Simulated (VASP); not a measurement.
# HfN: single point with PBE

The system is HfN.

```xyz
2
Lattice="0.0000 2.2590 2.2590 2.2590 0.0000 2.2590 2.2590 2.2590 0.0000" Properties=species:S:1:pos:R:3 pbc="T T T"
Hf   -0.0707   -0.0707   -0.1000
N     2.2590    2.2590    2.2590
```

This cell differs from its parent crystal: atom 1 (Hf) moved by (-0.100, -0.100) A along [1 1 0] and z.

```yaml
Program: VASP 6.6.1
Task: single point
Functional: PBE
Potentials_or_basis: VASP PAW PBE potentials, release 64 (Hf_pv, N)
Cutoff: 520 eV
k_mesh: 18 × 18 × 18
Occupations: methfessel-paxton, width 0.2 eV
Spin: no spin polarisation
```

- Pressure: 5.7 GPa
- Largest force: 1.638 eV/Å
- Band gap on the k mesh: zero (an odd number of electrons rules out a gap without spin polarisation)

Forces in eV/Å, atoms in the order of the input:
```
Hf   0.814  0.814  1.165
N   -0.814 -0.814 -1.165
```

Stress tensor (GPa, compression positive):
```
 5.07 -0.32 -0.45
-0.32  5.07 -0.45
-0.45 -0.45  6.94
```

Levels at points of the mesh, in eV from the Fermi level:
```
           k point  band 3  band 4  band 5  band 6  band 7  band 8  band 9  band 10  band 11  band 12
(0.00, 0.00, 0.00)  -31.11  -17.50   -3.36   -3.28   -3.26   -0.26   -0.16     0.13     1.77     2.17
(0.50, 0.00, 0.00)  -31.20  -14.80   -8.85   -6.16   -6.08    3.14    3.62     3.69     4.46     8.65
(0.00, 0.00, 0.50)  -31.20  -14.79   -8.86   -6.15   -6.07    3.17    3.56     3.67     4.45     8.59
(0.50, 0.50, 0.50)  -31.20  -14.84   -8.82   -6.22   -6.22    3.18    3.75     3.78     4.68     8.82
(0.50, 0.50, 0.00)  -31.42  -16.38   -5.38   -4.46   -3.73   -2.97    4.19     5.46     5.54     5.54
(0.00, 0.50, 0.50)  -31.42  -16.39   -5.40   -4.61   -3.74   -2.79    4.21     5.46     5.54     5.55
```

Run time: 8.3 min on 1 thread of Intel Xeon 8259CL (shared host), peak memory 0.56 GiB.

Caveat: the cell differs from its parent crystal (atom 1 (Hf) moved by (-0.100, -0.100) A along [1 1 0] and z); the cell stands under pressure; spin-orbit coupling is left out, which moves the levels of the heavy elements; an odd number of electrons without spin polarisation forces a metal; a magnetic or distorted state may lie lower.
